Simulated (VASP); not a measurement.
Write the native input for VASP 6.6.1 that does the following.

| Property | Result |
| --- | --- |
| Task | single point |
| Functional | PBEsol |
| Potentials or basis | VASP PAW PBE potentials, release 64 (Se) |
| Cutoff | 500 eV |
| k mesh | 10 × 10 × 10 |
| Occupations | methfessel-paxton, width 0.05 eV |
| Spin | no spin polarisation |
| Dipole correction | no |
| Further INCAR settings | ALGO = Normal; EDIFF = 1e-06; NBANDS = 9 |

The structure of Se lies in POSCAR:

```
Se
1.0
   -1.4038000000      1.4038000000      1.4038000000
    1.4038000000     -1.4038000000      1.4038000000
    1.4038000000      1.4038000000     -1.4038000000
Se
1
Direct
    0.0000000000      0.0000000000      0.0000000000
```

These files were run (other wordings do the same):

INCAR

```
SYSTEM = Se
PREC = Accurate
ENCUT = 500
EDIFF = 1E-6
ISMEAR = 1
SIGMA = 0.05
LREAL = .False.
LASPH = .True.
NELM = 120
ALGO = Normal
ISIF = 2
LWAVE = .False.
LCHARG = .False.
GGA = PS
NBANDS = 9
GGA_COMPAT = .False.
```

KPOINTS

```
regular mesh
0
Gamma
  10 10 10
  0 0 0
```

Potentials or basis: VASP PAW PBE potentials, release 64 (Se).

Command:

```sh
$ cat potpaw_PBE.64/Se/POTCAR > POTCAR
$ mpirun -np 1 vasp_std > vasp.out
```

It gave:

```
Pressure               : 162.4 GPa
Band gap on the k mesh : zero (band 3 reaches 22.86 eV, above the bottom of band 4 at 8.80 eV)
```

Caveat: the PAW data sets were made with another functional, which shifts forces and pressure a little.

Wall time 8.4 s on 1 thread of Intel Xeon 8259CL (shared host), peak memory 0.12 GiB.
